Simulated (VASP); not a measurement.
Write the native input for VASP 6.6.1 that does the following.

- Task: single point
- Functional: PBE
- Potentials or basis: VASP PAW PBE potentials, release 64 (Zn, S)
- Cutoff: 520 eV
- k mesh: 12 × 12 × 6
- Occupations: gaussian, width 0.05 eV
- Spin: no spin polarisation
- Dipole correction: no
- Further INCAR settings: ALGO = Normal; EDIFF = 1e-07; NBANDS = 26

The structure of ZnS lies in POSCAR:

```
ZnS
1.0
    3.6918262054      0.0000000000      0.0000000000
   -1.8459131027      3.1972152802      0.0000000000
    0.0000000000      0.0000000000      6.6429643440
Zn S
2 2
Direct
    0.3333333333      0.6666666667      0.0000000000
    0.6666666667      0.3333333333      0.5000000000
    0.3333333333      0.6666666667      0.3850000000
    0.6666666667      0.3333333333      0.8850000000
```

This cell differs from its parent crystal: ratio of the length along z to the lengths across it x 1.1, volume and fractional coordinates fixed.

These files were run (other wordings do the same):

INCAR

```
SYSTEM = ZnS
ALGO = Normal
EDIFF = 1E-7
ENCUT = 520
GGA = PE
ISIF = 2
ISMEAR = 0
LASPH = .TRUE.
LCHARG = .FALSE.
LREAL = .FALSE.
LWAVE = .FALSE.
NBANDS = 26
NELM = 80
PREC = Accurate
SIGMA = 0.05
```

KPOINTS

```
k-points
0
G
  12 12 6
  0 0 0
```

Potentials or basis: VASP PAW PBE potentials, release 64 (Zn, S).

The run is started by

```bash
$ cat potpaw_PBE.64/Zn/POTCAR potpaw_PBE.64/S/POTCAR > POTCAR
$ mpirun -np 1 vasp_std > vasp.out
```

Results of the run:

* Pressure: 4.4 GPa
* Largest force: 0.649 eV/Å
* Band gap on the k mesh: 1.99 eV

Caveat: the stress differs along the axes, from -4 to 9 GPa.

Wall time 120 s on 1 thread of Intel(R) Xeon(R) Platinum 8259CL CPU @ 2.50GHz (Skylake/Cascade Lake), with other jobs on the host, peak memory 0.27 GiB.
